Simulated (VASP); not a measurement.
# TaN (Fm-3m) in VASP: a series of runs, part 2 of 2

VASP 6.6.1.

## (4) Relaxation of cell and atoms, LDA

This run uses another cell than the first one, of 10.35 Å³/atom, 1.007 times its volume.

The input, INCAR:

```
PREC = Accurate
ENCUT = 600
EDIFF = 1E-6
ISMEAR = 0
SIGMA = 0.1
LREAL = F
LASPH = T
NELM = 60
ALGO = Normal
ISIF = 3
LWAVE = F
LCHARG = F
IBRION = 2
NSW = 100
EDIFFG = -0.005
```

The input, KPOINTS:

```
regular mesh
0
Gamma
  16 16 16
```

The input, POSCAR:

```
TaN
1.0
    0.0000000000      2.1790000000      2.1790000000
    2.1790000000      0.0000000000      2.1790000000
    2.1790000000      2.1790000000      0.0000000000
Ta N
1 1
Direct
    0.5000000000      0.5000000000      0.5000000000
    0.0000000000      0.0000000000      0.0000000000
```

Potentials or basis: VASP PAW LDA potentials, release 64 (Ta_pv, N).

Started as:

```sh
cat potpaw_LDA.64/Ta_pv/POTCAR potpaw_LDA.64/N/POTCAR > POTCAR
mpirun -np 1 vasp_std > vasp.out
```

OUTCAR:

```text
PREC = Accurate
   ENCUT = 600
   EDIFF = 1E-6
   ISMEAR = 0
   LREAL = F
   LASPH = T
   NELM = 60
   ISIF = 3
   IBRION = 2
   NSW = 100
   EDIFFG = -0.005

 ion  position               nearest neighbor table
   1  0.500  0.500  0.500-   2 2.18   2 2.18   2 2.18   2 2.18   2 2.18   2 2.18
   2  0.000  0.000  0.000-   1 2.18   1 2.18   1 2.18   1 2.18   1 2.18   1 2.18

  LATTYP: Found a face centered cubic cell.
 ALAT       =     4.3580000000

  Lattice vectors:

 A1 = (   0.0000000000,   2.1790000000,   2.1790000000)
 A2 = (   2.1790000000,   0.0000000000,   2.1790000000)
 A3 = (   2.1790000000,   2.1790000000,   0.0000000000)

Analysis of symmetry for initial positions (statically):
=====================================================================
 Subroutine PRICEL returns:
 Original cell was already a primitive cell.

 Routine SETGRP: Setting up the symmetry group for a
 face centered cubic supercell.

 Subroutine GETGRP returns: Found 48 space group operations
 (whereof 48 operations were pure point group operations)
 out of a pool of 48 trial point group operations.

The static configuration has the point symmetry O_h .

Analysis of symmetry for dynamics (positions and initial velocities):
=====================================================================
 Subroutine PRICEL returns:
 Original cell was already a primitive cell.

 Routine SETGRP: Setting up the symmetry group for a
 face centered cubic supercell.

 Subroutine GETGRP returns: Found 48 space group operations
 (whereof 48 operations were pure point group operations)
 out of a pool of 48 trial point group operations.

The dynamic configuration has the point symmetry O_h .

 Subroutine INISYM returns: Found 48 space group operations
 (whereof 48 operations are pure point group operations),
 and found     1 'primitive' translations

----------------------------------------------------------------------------------------

                                     Primitive cell

  volume of cell :      20.6920

  direct lattice vectors                    reciprocal lattice vectors
     0.000000000  2.179000000  2.179000000    -0.229463056  0.229463056  0.229463056
     2.179000000  0.000000000  2.179000000     0.229463056 -0.229463056  0.229463056
     2.179000000  2.179000000  0.000000000     0.229463056  0.229463056 -0.229463056

  length of vectors
     3.081571352  3.081571352  3.081571352     0.397441672  0.397441672  0.397441672

  position of ions in fractional coordinates (direct lattice)
     0.500000000  0.500000000  0.500000000
     0.000000000  0.000000000  0.000000000

  ion indices of the primitive-cell ions
   primitive index   ion index
                 1           1
                 2           2

----------------------------------------------------------------------------------------

 KPOINTS: regular mesh

Automatic generation of k-mesh.
 Grid dimensions read from file:
 generate k-points for:   16   16   16

 Generating k-lattice:

  Cartesian coordinates                     Fractional coordinates (reciprocal lattice)
    -0.014341441  0.014341441  0.014341441     0.062500000  0.000000000  0.000000000
[... 51 lines left out ...]
   ISTART =      0    job   : 0-new  1-cont  2-samecut
   ICHARG =      2    charge: 1-file 2-atom 10-const
   ISPIN  =      1    spin polarized calculation?
   LNONCOLLINEAR =      F non collinear calculations
   LSORBIT =      F    spin-orbit coupling
   LASPH  =      T    aspherical Exc in radial PAW
   ENCUT  =  600.0 eV  44.10 Ry    6.64 a.u.   6.15  6.15  6.15*2*pi/ulx,y,z
   NELM   =     60;   NELMIN=  2; NELMDL= -5     # of ELM steps
   EDIFF  = 0.1E-05   stopping-criterion for ELM
   LREAL  =      F    real-space projection
   EDIFFG = -.5E-02   stopping-criterion for IOM
   NSW    =    100    number of steps for IOM
   IBRION =      2    ionic relax: 0-MD 1-quasi-New 2-CG
   NFREE  =      1    steps in history (QN), initial steepest desc. (CG)
   ISIF   =      3    stress and relaxation
   ISYM   =      2    0-nonsym 1-usesym 2-fastsym
   POTIM  = 0.5000    time-step for ionic-motion
   TEBEG  =    0.0;   TEEND  =   0.0 temperature during run
   PSTRESS=    0.0 pullay stress
   NELECT =      16.0000    total number of electrons
   NUPDOWN=      -1.0000    fix difference up-down
   EMIN   =  10.00;   EMAX   =-10.00  energy-range for DOS
   EFERMI =   0.00;   METHOD = LEGACY
   ISMEAR =     0;   SIGMA  =   0.10  broadening in eV -4-tet -1-fermi 0-gaus
   EFERMI_NEDOS =   21; number of points for ismear=-14 and -15
   IALGO  =     38    algorithm
   IMIX   =      4    mixing-type and parameters
     AMIX     =   0.40;   BMIX     =  1.00
     AMIX_MAG =   1.60;   BMIX_MAG =  1.00
  volume/ion in A,a.u.               =      10.35        69.82
  Fermi-wavevector in a.u.,A,eV,Ry     =   1.502615  2.839530 30.719922  2.257851
  Thomas-Fermi vector in A             =   2.613832
   LORBIT       =      0    0 simple, 1 ext, 2 COOP (PROOUT), +10 PAW based schemes
   GGA     = CA    functional components
   LHFCALC =     F    Hartree Fock is set to
   AEXX    =    0.0000 exact exchange contribution
   IVDW    =     0    specifies the selected vdW correction
   LEPSILON=     F    determine dielectric tensor
   LRPA    =     F    only Hartree local field effects (RPA)
 conjugate gradient relaxation of ions
 non-spin polarized calculation
 Gauss-broadening in eV      SIGMA  =   0.10
  energy-cutoff  :      600.00
  volume of cell :       20.69
 maximum number of plane-waves:       701
 NGX is ok and might be reduce to    28
   NGX = 13   NGY = 13   NGZ = 13

--------------------------------------- Ionic step        1  -------------------------------------------

 number of electron      16.0000001 magnetization

 Free energy of the ion-electron system (eV)
  ---------------------------------------------------
  ext. energy  EPLUGINS =         0.00000000
  ---------------------------------------------------
  free energy    TOTEN  =       -24.14898664 eV

  energy without entropy =      -24.14343880  energy(sigma->0) =      -24.14621272

------------------------ aborting loop because EDIFF is reached ----------------------------------------

  FORCE on cell =-STRESS in cart. coord.  units (eV):
  Direction    XX          YY          ZZ          XY          YZ          ZX
  --------------------------------------------------------------------------------------
  -------------------------------------------------------------------------------------
  Total       -0.0608000     -0.0608000     -0.0608000     -0.0000000     -0.0000000      0.0000000
  in kB       -4.7077374     -4.7077374     -4.7077374     -0.0000000     -0.0000000      0.0000000
  external PRESSURE =      -4.7077374 kB  Pullay stress =       0.0000000 kB
[... 59 lines left out ...]
--------------------------------------- Ionic step        3  -------------------------------------------

 number of electron      16.0000001 magnetization

 Free energy of the ion-electron system (eV)
  ---------------------------------------------------
  ext. energy  EPLUGINS =         0.00000000
  ---------------------------------------------------
  free energy    TOTEN  =       -24.14902513 eV

  energy without entropy =      -24.14348447  energy(sigma->0) =      -24.14625480

 E-fermi :   9.7201     XC(G=0): -13.8167

 val. band max:        9.7084180025   @ k =  -0.3125   0.3750   0.1875
 cond. band min:       9.7268356223   @ k =  -0.3125   0.3125   0.1250
 fundamental gap:      0.0184176198
 Fermi energy:         9.7200705800

 k-point     1 :       0.0000    0.0000    0.0000
  band No.  band energies     occupation
      1     -25.7765      2.00000
      2     -25.7765      2.00000
      3     -25.7765      2.00000
      4      -9.1132      2.00000
      5       5.8794      2.00000
      6       5.8794      2.00000
      7       5.8794      2.00000
      8       7.5161      2.00000
      9       7.5161      2.00000
     10       7.5161      2.00000
     11       9.7327      0.85789
     12       9.7327      0.85789
[... 331 lines left out ...]
 k-point    24 :      -0.0625    0.0625    0.0000
  band No.  band energies     occupation
      1     -25.8724      2.00000
      2     -25.8016      2.00000
      3     -25.7787      2.00000
      4      -8.8448      2.00000
      5       4.6449      2.00000
      6       4.9345      2.00000
      7       5.2987      2.00000
      8       7.6966      2.00000
      9       7.9442      2.00000
     10       8.2558      2.00000
     11      10.2059      0.00000
     12      11.0841      0.00000

 [... further k-points ...]

------------------------ aborting loop because EDIFF is reached ----------------------------------------

  FORCE on cell =-STRESS in cart. coord.  units (eV):
  Direction    XX          YY          ZZ          XY          YZ          ZX
  --------------------------------------------------------------------------------------
  -------------------------------------------------------------------------------------
  Total        0.0087478      0.0087478      0.0087478      0.0000000     -0.0000000      0.0000000
  in kB        0.6781988      0.6781988      0.6781988      0.0000000     -0.0000000      0.0000000
  external PRESSURE =       0.6781988 kB  Pullay stress =       0.0000000 kB
[... 17 lines left out ...]
  FREE ENERGIE OF THE ION-ELECTRON SYSTEM (eV)
  ---------------------------------------------------
  free  energy   TOTEN  =       -24.1490251300 eV

  energy  without entropy=      -24.1434844711  energy(sigma->0) =      -24.14625480

 reached required accuracy - stopping structural energy minimisation
```

CONTCAR:

```text
TaN
   1.00000000000000
    -0.0000000000000000    2.1780798908847077    2.1780798908847077
     2.1780798908847077   -0.0000000000000000    2.1780798908847077
     2.1780798908847077    2.1780798908847077    0.0000000000000000
  Ta              N
     1     1
Direct
     0.5000000000000000    0.5000000000000000    0.5000000000000000
     0.0000000000000000    0.0000000000000000    0.0000000000000000

  0.00000000E+00  0.00000000E+00  0.00000000E+00
  0.00000000E+00  0.00000000E+00  0.00000000E+00
```

It took 33 s on 1 thread of Intel Xeon 6975P-C (Granite Rapids), shared host; peak memory 0.18 GiB.

Results:

```
Free energy                            : -24.1490 eV
Relaxed volume                         : 10.33 Å³/atom
Relaxed cell                           : a = 3.080 Å, b = 3.080 Å, c = 3.080 Å, α = 60.00°, β = 60.00°, γ = 60.00°
Space group after relaxing (to 0.05 Å) : Fm-3m (No. 225)
Energy gained by relaxing              : 0.0 meV/atom
Ionic steps                            : 3
Pressure after relaxing                : 0.1 GPa
Band gap on the k mesh                 : zero (band 8 reaches 11.70 eV, above the bottom of band 9 at 7.52 eV)
```

Final structure:
```
Ta N
1.0
     0.00000    2.17808    2.17808
     2.17808    0.00000    2.17808
     2.17808    2.17808    0.00000
Ta N
1 1
Direct
  0.50000 0.50000 0.50000
  0.00000 0.00000 0.00000
```

Caveat: spin-orbit coupling is left out, which moves the levels of the heavy elements.

## (5) Overview

```csv
task,cell,k mesh,cutoff (eV),smearing,gap on the mesh (eV),pressure (GPa)
single point,"a = 3.074 Å, angles 60.0°, 2 atoms",16 × 16 × 16,520,gaussian 0.1 eV,none,2.3
single point,"a = 3.074 Å, angles 60.0°, 2 atoms",18 × 18 × 18,520,gaussian 0.15 eV,none,2.2
relaxation of cell and atoms,"relaxed from a = 3.082 Å, angles 60.0°, 2 atoms",16 × 16 × 16,600,gaussian 0.1 eV,none,0.1
```

Alike in all rows: level LDA; potentials or basis VASP PAW LDA potentials, release 64 (Ta_pv, N); no spin polarisation.

Caveats: spin-orbit coupling is left out, which moves the levels of the heavy elements.

Absolute energies hang on the potentials; compare differences alone.
